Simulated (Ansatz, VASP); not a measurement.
Ag in VASP and in Ansatz

```
Ag
1.0
     2.90521    0.00000    0.00000
    -1.45260    2.51598    0.00000
     0.00000    0.00000    9.18298
Ag
4
Direct
  0.33333 0.66667 0.25000
  0.66667 0.33333 0.75000
  0.00000 0.00000 0.00000
  0.00000 0.00000 0.50000
```

Change from the starting cell: strain +0.000 along x and y, -0.030 along z, atoms carried along.

Alike in both runs: task single point; functional r2SCAN; k mesh 18 × 18 × 6; occupations gaussian, width 0.15 eV; no spin polarisation.

|  | VASP | Ansatz |
| --- | --- | --- |
| version | VASP 6.6.1 | Ansatz 0.2.0 |
| potentials or method | VASP PAW PBE potentials, release 64 (Ag), cutoff 520 eV | scalar-relativistic, plane waves, PAW |
| valence electrons in the cell | 44 | 76 |

|  | VASP | Ansatz | Ansatz less VASP |
| --- | --- | --- | --- |
| gap on the k mesh at the Fermi level (eV) | none | none | - |
| pressure (GPa) | 3.8 | 3.6 | -0.19 |
| traceless stress, the component that is largest in VASP (GPa) | 2.39 | 2.35 | -0.035 |

VASP's potentials were made for PBE, not for r2SCAN. A gap of «none» marks a metal or a gap that the smearing closes. VASP's potentials hold 44 valence electrons a cell and Ansatz's 76, so a difference there can come from the potentials and not from the codes.
